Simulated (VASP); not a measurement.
BaZrO3, 5 atoms in the cell. It takes space group P4/mmm (No. 123, tetragonal). Conventional cell: a = 4.275 Å, b = 4.275 Å, c = 4.191 Å, α = 90.00°, β = 90.00°, γ = 90.00°. Within 3.9 Å of Ba (site symmetry 4/mmm) lie 12 O at 2.99 to 3.02 Å and 8 Zr at 3.68 Å. Zr (site symmetry 4/mmm) has 6 O at 2.10 to 2.14 Å within 2.8 Å. Within 2.8 Å of O (site symmetry mmm) lie 2 Zr at 2.14 Å. Within 2.8 Å of O (site symmetry 4/mmm) lie 2 Zr at 2.10 Å. 

| Quantity | Value |
| --- | --- |
| Program | VASP 6.6.1 |
| Task | single point |
| Functional | PBE |
| Potentials or basis | VASP PAW PBE potentials, release 64 (Ba_sv, Zr_sv, O) |
| Cutoff | 520 eV |
| k mesh | 5 × 5 × 5 |
| Occupations | fermi-dirac, width 0.02 eV |
| Spin | no spin polarisation |
| Dipole correction | no |
| Further INCAR settings | ALGO = Normal; EDIFF = 1e-06; NBANDS = 28 |

Potentials or basis: VASP PAW PBE potentials, release 64 (Ba_sv, Zr_sv, O).

The run is started by

```console
$ cat potpaw_PBE.64/Ba_sv/POTCAR potpaw_PBE.64/Zr_sv/POTCAR potpaw_PBE.64/O/POTCAR > POTCAR
$ mpirun -np 1 vasp_std > vasp.out
```

Hardware: 1 thread of Intel Xeon 6975P-C, with other jobs on the host.

Estimate the wall time of this run.

Wall time 29 s on 1 thread of Intel Xeon 6975P-C, on a shared host, peak memory 0.2 GiB. Counts: scf iterations 14, k points 18.
